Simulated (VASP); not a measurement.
# WC2 (I4/mmm) in VASP: relaxation of cell and atoms with PBE

Aim: the relaxation of cell and atoms of WC2 with PBE.

Program: VASP 6.6.1. These are calculated values, not measurements. Logs are shortened: lines on timing, memory, paths and dates and some standing lists are left out, and cuts for length are marked.

## Step 1: The cell of the first run

It takes space group I4/mmm (No. 139, tetragonal). Conventional cell: a = 3.057 Å, b = 3.057 Å, c = 5.956 Å, α = 90.00°, β = 90.00°, γ = 90.00°. C (site symmetry 4mm) has 1 C at 1.43 Å within 1.9 Å. Within 3.1 Å of W (site symmetry 4/mmm) lie 10 C at 2.26 to 2.28 Å and 4 W at 3.06 Å.

## Step 2: Relaxation of cell and atoms, PBE

INCAR reads:

```
PREC = Accurate
ENCUT = 600
EDIFF = 1E-7
ISMEAR = 0
SIGMA = 0.1
LREAL = False
LASPH = True
NELM = 60
ALGO = Normal
ISIF = 3
LWAVE = False
LCHARG = False
GGA = PE
IBRION = 2
NSW = 80
EDIFFG = -0.01
```

KPOINTS reads:

```
regular mesh
0
Gamma
  20 20 20
```

POSCAR reads:

```
WC2
1.0
   -1.5283252602      1.5283252602      2.9778659752
    1.5283252602     -1.5283252602      2.9778659752
    1.5283252602      1.5283252602     -2.9778659752
C W
2 1
Direct
    0.3798873253      0.3798873253      0.0000000000
    0.6201126747      0.6201126747      0.0000000000
    0.0000000000      0.0000000000      0.0000000000
```

Potentials or basis: VASP PAW PBE potentials, release 64 (C, W_sv).

On the command line:

```console
cat potpaw_PBE.64/C/POTCAR potpaw_PBE.64/W_sv/POTCAR > POTCAR
mpirun -np 1 vasp_std > vasp.out
```

OUTCAR:

```text
PREC = Accurate
   ENCUT = 600
   EDIFF = 1E-7
   ISMEAR = 0
   LREAL = False
   LASPH = True
   NELM = 60
   ISIF = 3
   GGA = PE
   IBRION = 2
   NSW = 80
   EDIFFG = -0.01

 ion  position               nearest neighbor table
   1  0.380  0.380  0.000-   2 1.43   3 2.26   3 2.28   3 2.28   3 2.28   3 2.28
   2  0.620  0.620  0.000-   1 1.43   3 2.26   3 2.28   3 2.28   3 2.28   3 2.28
   3  0.000  0.000  0.000-   1 2.26   2 2.26   2 2.28   1 2.28   2 2.28   2 2.28   2 2.28   1 2.28
                             1 2.28   1 2.28

  LATTYP: Found a body centered tetragonal cell.
 ALAT       =     3.0566505204
 C/A-ratio  =     1.9484504070

  Lattice vectors:

 A1 = (  -1.5283252602,   1.5283252602,   2.9778659752)
 A2 = (   1.5283252602,  -1.5283252602,   2.9778659752)
 A3 = (   1.5283252602,   1.5283252602,  -2.9778659752)

Analysis of symmetry for initial positions (statically):
=====================================================================
 Subroutine PRICEL returns:
 Original cell was already a primitive cell.

 Routine SETGRP: Setting up the symmetry group for a
 body centered tetragonal supercell.

 Subroutine GETGRP returns: Found 16 space group operations
 (whereof 16 operations were pure point group operations)
 out of a pool of 16 trial point group operations.

The static configuration has the point symmetry D_4h.

Analysis of symmetry for dynamics (positions and initial velocities):
=====================================================================
 Subroutine PRICEL returns:
 Original cell was already a primitive cell.

 Routine SETGRP: Setting up the symmetry group for a
 body centered tetragonal supercell.

 Subroutine GETGRP returns: Found 16 space group operations
 (whereof 16 operations were pure point group operations)
 out of a pool of 16 trial point group operations.

The dynamic configuration has the point symmetry D_4h.

 Subroutine INISYM returns: Found 16 space group operations
 (whereof 16 operations are pure point group operations),
 and found     1 'primitive' translations

----------------------------------------------------------------------------------------

                                     Primitive cell

  volume of cell :      27.8225

  direct lattice vectors                    reciprocal lattice vectors
    -1.528325260  1.528325260  2.977865975     0.000000000  0.327155490  0.167905475
     1.528325260 -1.528325260  2.977865975     0.327155490  0.000000000  0.167905475
     1.528325260  1.528325260 -2.977865975     0.327155490  0.327155490  0.000000000

  length of vectors
[... 103 lines left out ...]
     AMIX     =   0.40;   BMIX     =  1.00
     AMIX_MAG =   1.60;   BMIX_MAG =  1.00
  volume/ion in A,a.u.               =       9.27        62.59
  Fermi-wavevector in a.u.,A,eV,Ry     =   1.513852  2.860766 31.181132  2.291749
  Thomas-Fermi vector in A             =   2.623588
   LORBIT       =      0    0 simple, 1 ext, 2 COOP (PROOUT), +10 PAW based schemes
   GGA     = PE    functional components
   LHFCALC =     F    Hartree Fock is set to
   AEXX    =    0.0000 exact exchange contribution
   IVDW    =     0    specifies the selected vdW correction
   LEPSILON=     F    determine dielectric tensor
   LRPA    =     F    only Hartree local field effects (RPA)
 conjugate gradient relaxation of ions
 non-spin polarized calculation
 Gauss-broadening in eV      SIGMA  =   0.10
  energy-cutoff  :      600.00
  volume of cell :       27.82
 maximum number of plane-waves:       951
 NGX is ok and might be reduce to    30
   NGX = 15   NGY = 15   NGZ = 15

--------------------------------------- Ionic step        1  -------------------------------------------

 number of electron      22.0000000 magnetization

 Free energy of the ion-electron system (eV)
  ---------------------------------------------------
  ext. energy  EPLUGINS =         0.00000000
  ---------------------------------------------------
  free energy    TOTEN  =       -28.02346287 eV

  energy without entropy =      -28.01659277  energy(sigma->0) =      -28.02002782

------------------------ aborting loop because EDIFF is reached ----------------------------------------

  FORCE on cell =-STRESS in cart. coord.  units (eV):
  Direction    XX          YY          ZZ          XY          YZ          ZX
  --------------------------------------------------------------------------------------
  -------------------------------------------------------------------------------------
  Total       -0.0875395     -0.0875395      0.7368740      0.0000000      0.0000000      0.0000000
  in kB       -5.0410152     -5.0410152     42.4333308      0.0000000      0.0000000      0.0000000
  external PRESSURE =      10.7837668 kB  Pullay stress =       0.0000000 kB
[... 246 lines left out ...]
--------------------------------------- Ionic step        8  -------------------------------------------

 number of electron      22.0000001 magnetization

 Free energy of the ion-electron system (eV)
  ---------------------------------------------------
  ext. energy  EPLUGINS =         0.00000000
  ---------------------------------------------------
  free energy    TOTEN  =       -28.02803584 eV

  energy without entropy =      -28.02145528  energy(sigma->0) =      -28.02474556

 E-fermi :  10.9138     XC(G=0): -13.4190

 val. band max:       10.9135228038   @ k =  -0.4500  -0.4500   0.4000
 cond. band min:      10.9147311496   @ k =  -0.1000  -0.4500   0.0500
 fundamental gap:      0.0012083458
 Fermi energy:        10.9137682227

 k-point     1 :       0.0000    0.0000    0.0000
  band No.  band energies     occupation
      1     -64.1218      2.00000
      2     -28.3326      2.00000
      3     -28.3326      2.00000
      4     -28.0583      2.00000
      5      -7.1079      2.00000
      6       2.1811      2.00000
      7       5.8542      2.00000
      8       6.7971      2.00000
      9       7.3978      2.00000
     10       7.3978      2.00000
     11       8.2027      2.00000
     12       8.2027      2.00000
     13      10.9705      0.42210
     14      13.1669      0.00000
[... 401 lines left out ...]
      2     -28.6587      2.00000
      3     -28.3117      2.00000
      4     -28.0732      2.00000
      5      -5.2679      2.00000
      6       0.9278      2.00000
      7       3.4955      2.00000
      8       4.4985      2.00000
      9       5.0803      2.00000
     10       9.1870      2.00000
     11      11.0961      0.00992
     12      11.2406      0.00000
     13      11.9386      0.00000
     14      14.8656      0.00000
     15      16.0838      0.00000

 [... further k-points ...]
[... 5 lines left out ...]
  --------------------------------------------------------------------------------------
  -------------------------------------------------------------------------------------
  Total       -0.0020469     -0.0020469      0.0117862      0.0000000     -0.0000000     -0.0000000
  in kB       -0.1178648     -0.1178648      0.6786599      0.0000000     -0.0000000     -0.0000000
  external PRESSURE =       0.1476434 kB  Pullay stress =       0.0000000 kB
[... 18 lines left out ...]
  FREE ENERGIE OF THE ION-ELECTRON SYSTEM (eV)
  ---------------------------------------------------
  free  energy   TOTEN  =       -28.0280358379 eV

  energy  without entropy=      -28.0214552767  energy(sigma->0) =      -28.02474556

 reached required accuracy - stopping structural energy minimisation
```

It took 15 min on 1 thread of AMD EPYC 9R45 (Zen 5), shared host; peak memory 0.43 GiB.

What came out:

```yaml
Free_energy: -28.0280 eV
Energy_gained_by_relaxing: 1.5 meV/atom
Ionic_steps: 8
Pressure_after_relaxing: 0.0 GPa
Band_gap_on_the_k_mesh: zero (bands 11 and 12 overlap by 3.74 eV)
```

Step by step:
| step | energy change (eV) | largest force (eV/Å) | pressure (GPa) | volume (Å³) |
| --- | --- | --- | --- | --- |
| 1 | 0.0000 | 0.2384 | 1.08 | 27.82 |
| 2 | 0.0029 | 0.5341 | -3.87 | 28.07 |
| 3 | -0.0029 | 0.1031 | -1.02 | 27.92 |
| 4 | -0.0045 | 0.0023 | 0.39 | 27.78 |
| 5 | -0.0046 | 0.0202 | 0.13 | 27.81 |
| 6 | -0.0046 | 0.0219 | 0.11 | 27.81 |
| 7 | -0.0046 | 0.0177 | -0.05 | 27.83 |
| 8 | -0.0046 | 0.0008 | 0.01 | 27.82 |

Final structure:
```
C W
1.0
    -1.52149    1.52149    3.00490
     1.52149   -1.52149    3.00490
     1.52149    1.52149   -3.00490
C W
2 1
Direct
  0.37932 0.37932 0.00000
  0.62068 0.62068 0.00000
  0.00000 0.00000 0.00000
```

Levels at points of the mesh, in eV from the Fermi level:
| k point | band 7 | band 8 | band 9 | band 10 | band 11 | band 12 | band 13 | band 14 | band 15 |
| --- | --- | --- | --- | --- | --- | --- | --- | --- | --- |
| (0.00, 0.00, 0.00) | -5.06 | -4.12 | -3.52 | -3.52 | -2.71 | -2.71 | 0.06 | 2.25 | 7.28 |
| (0.50, 0.00, 0.00) | -8.03 | -6.92 | -5.13 | -0.52 | 0.42 | 1.23 | 1.76 | 1.95 | 4.42 |
| (0.50, 0.50, 0.00) | -6.90 | -6.86 | -5.58 | -4.53 | -2.39 | 2.80 | 3.16 | 4.20 | 7.18 |
| (0.50, 0.50, 0.50) | -4.82 | -4.16 | -4.16 | -2.65 | -0.03 | -0.03 | 0.36 | 4.08 | 4.17 |

Caveat: spin-orbit coupling is left out, which moves the levels of the heavy elements.
